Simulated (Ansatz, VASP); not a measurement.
# Two plane-wave programs on C

```
C
1.0
     0.00000    1.78340    1.72990
     1.78340    0.00000    1.72990
     1.78340    1.78340    0.00000
C
2
Direct
  0.50000 0.50000 0.50000
  0.75000 0.75000 0.75000
```

Change from the starting cell: strain +0.000 along x and y, -0.030 along z, atoms carried along.

Alike in both runs: task single point; functional r2SCAN; k mesh 12 × 12 × 12; occupations gaussian, width 0.05 eV; no spin polarisation.

|  | VASP | Ansatz |
| --- | --- | --- |
| version | VASP 6.6.1 | Ansatz 0.2.0 |
| potentials or method | VASP PAW PBE potentials, release 64 (C), cutoff 520 eV | scalar-relativistic, plane waves, PAW |
| valence electrons in the cell | 8 | 8 |

|  | VASP | Ansatz | Ansatz less VASP |
| --- | --- | --- | --- |
| gap on the k mesh at the Fermi level (eV) | 3.60 | 3.63 | +0.031 |
| least direct gap on the mesh (eV) | 5.34 | 5.38 | +0.047 |
| pressure (GPa) | 13.0 | 11.8 | -1.22 |
| traceless stress, the component that is largest in VASP (GPa) | 20.00 | 20.03 | +0.035 |

VASP's potentials were made for PBE, not for r2SCAN. With one functional, cell and mesh, what is left measures potentials, basis and numerics.
